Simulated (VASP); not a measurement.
Here is a VASP 6.6.1 calculation.

File INCAR:

```
SYSTEM = SbMo
ALGO = Normal
EDIFF = 1E-6
EDIFFG = -0.005
ENCUT = 600
GGA = PS
IBRION = 2
ISIF = 3
ISMEAR = -1
LASPH = .True.
LCHARG = .False.
LREAL = .False.
LWAVE = .False.
NELM = 60
NSW = 32
PREC = Accurate
PSTRESS = 930.0
SIGMA = 0.08
```

KPOINTS

```
k-points
0
Gamma
  13 13 13
  0 0 0
```

POSCAR

```
SbMo
1.0
    2.9957239591      0.0000000000      0.0000000000
    0.0000000000      2.9957239591      0.0000000000
    0.0000000000      0.0000000000      2.9957239591
Mo Sb
1 1
Direct
    0.0000000000      0.0000000000      0.0000000000
    0.5000000000      0.5000000000      0.5000000000
```

Potentials or basis: VASP PAW PBE potentials, release 64 (Mo_sv, Sb).

Launch:

```bash
$ cat potpaw_PBE.64/Mo_sv/POTCAR potpaw_PBE.64/Sb/POTCAR > POTCAR
$ mpirun -np 1 vasp_std > vasp.out
```

Q: Predict the relaxed cell.

A: a = 2.997 Å, b = 2.997 Å, c = 2.997 Å, α = 90.00°, β = 90.00°, γ = 90.00°.

Q: What does it give for the relaxed volume?

A: 13.46 Å³/atom.

Final structure:
```yaml
crystal:
  lattice:
    - [2.99732, 0.00000, 0.00000]
    - [0.00000, 2.99732, 0.00000]
    - [0.00000, 0.00000, 2.99732]
  atoms:
    - { symbol: Mo, position: [0.00000, 0.00000, 0.00000] }
    - { symbol: Sb, position: [0.50000, 0.50000, 0.50000] }
```

Caveat: the cell is relaxed towards a set pressure, so the run minimises the enthalpy, not the energy; the PAW data sets were made with another functional, which shifts forces and pressure a little.
